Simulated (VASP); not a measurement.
A run of VASP 6.6.1 is set up as follows.

File INCAR:

```
  ALGO = Normal
  EDIFF = 1E-6
  ENCUT = 520
  GGA = PE
  ISIF = 2
  ISMEAR = 0
  LASPH = T
  LCHARG = F
  LREAL = F
  LWAVE = F
  NBANDS = 46
  NELM = 80
  PREC = Accurate
  SIGMA = 0.2
```

Contents of KPOINTS:

```
k-points
0
Gamma
  4 4 4
```

Contents of POSCAR:

```
Ga4SbAs3
1.0
    5.8681227713      0.0000536100     -0.0000232145
    0.0000463738      5.8684784064      0.0002215280
   -0.0000189693      0.0002108928      5.8697724184
Ga Sb As
4 1 3
Direct
    0.2417518827      0.7583289140      0.7584108133
    0.2416144778      0.2416546780      0.2416048659
    0.7582994826      0.7583473756      0.2417154634
    0.7583558917      0.2416751800      0.7582742100
    0.4999349656      0.4999681306      0.4999761283
   -0.0000481550      0.5000223206     -0.0000110980
    0.0000498166     -0.0000405247      0.5000162278
    0.5000416381      0.0000439258      0.0000133893
```

Potentials or basis: VASP PAW PBE potentials, release 64 (Ga_d, Sb, As).

Run with:

```sh
$ cat potpaw_PBE.64/Ga_d/POTCAR potpaw_PBE.64/Sb/POTCAR potpaw_PBE.64/As/POTCAR > POTCAR
$ mpirun -np 1 vasp_std > vasp.out
```

(1) What does it give for the largest force?

(2) What does it give for the band gap on the k mesh?

(3) Estimate the pressure.

Results:

(1) 0.012 eV/Å.

(2) zero (filled and empty bands touch).

(3) 0.1 GPa.

Caveat: spin-orbit coupling is left out, which moves the levels of the heavy elements.
